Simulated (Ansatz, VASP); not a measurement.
## Rb3NaO2: VASP beside Ansatz

INCAR

```
  PREC = Accurate
  ENCUT = 600
  EDIFF = 1E-6
  ISMEAR = 0
  SIGMA = 0.1
  LREAL = F
  LASPH = T
  NELM = 80
  ALGO = Normal
  ISIF = 3
  LWAVE = F
  LCHARG = F
  GGA = PE
  IBRION = 2
  NSW = 100
  EDIFFG = -0.01
```

The input KPOINTS:

```
regular mesh
0
Gamma
  6 6 4
```

POSCAR

```
Rb3NaO2
1.0
    4.9744713754      0.0000000000      0.0000000000
   -2.4872356877      4.3080185815      0.0000000000
    0.0000000000      0.0000000000      9.7309684063
Rb Na O
3 1 2
Direct
    0.3333333333      0.6666666667      0.7844481005
    0.6666666667      0.3333333333      0.2155518995
    0.0000000000      0.0000000000      0.5000000000
    0.0000000000      0.0000000000      0.0000000000
    0.0000000000      0.0000000000      0.2250122579
    0.0000000000      0.0000000000      0.7749877421
```

Input for Ansatz:

```yaml
crystal:
  lattice:
    - [4.9744713754, 0.0, 0.0]
    - [-2.4872356877, 4.3080185815, 0.0]
    - [0.0, 0.0, 9.7309684063]
  atoms:
    - { symbol: Rb, position: [0.3333333333, 0.6666666667, 0.7844481005] }
    - { symbol: Rb, position: [0.6666666667, 0.3333333333, 0.2155518995] }
    - { symbol: Rb, position: [0.0, 0.0, 0.5] }
    - { symbol: Na, position: [0.0, 0.0, 0.0] }
    - { symbol: O, position: [0.0, 0.0, 0.2250122579] }
    - { symbol: O, position: [0.0, 0.0, 0.7749877421] }
basis:
  ecutwfc: 420
kpoints:
  mp_grid: { grid: [6, 6, 4] }
hamiltonian:
  xc: pbe
scf:
  occupations: { method: gaussian, width: 0.1 }
output:
  forces: true
  stress: true
  eigenvalues: true
relax:
  adjacent_minimum: "off"
  f_tol: 0.01
  max_steps: 80
  cell: { stress_tol: 0.05 }
```

Alike in both runs: task relaxation of cell and atoms; functional PBE; k mesh 6 × 6 × 4; occupations gaussian, width 0.1 eV; no spin polarisation.

|  | VASP | Ansatz |
| --- | --- | --- |
| version | VASP 6.6.1 | Ansatz 0.2.0 |
| potentials or method | VASP PAW PBE potentials, release 64 (Rb_sv, Na_pv, O), cutoff 600 eV | scalar-relativistic, plane waves, PAW |
| valence electrons in the cell | 46 | 48 |

```csv
,VASP,Ansatz,Ansatz less VASP
relaxed volume (Å³/atom),34.48,34.47,-0.012
relaxed length of the cell vector where the two differ most in proportion (Å),9.726,9.706,-0.0199
```

VASP's potentials hold 46 valence electrons a cell and Ansatz's 48, so a difference there can come from the potentials and not from the codes.
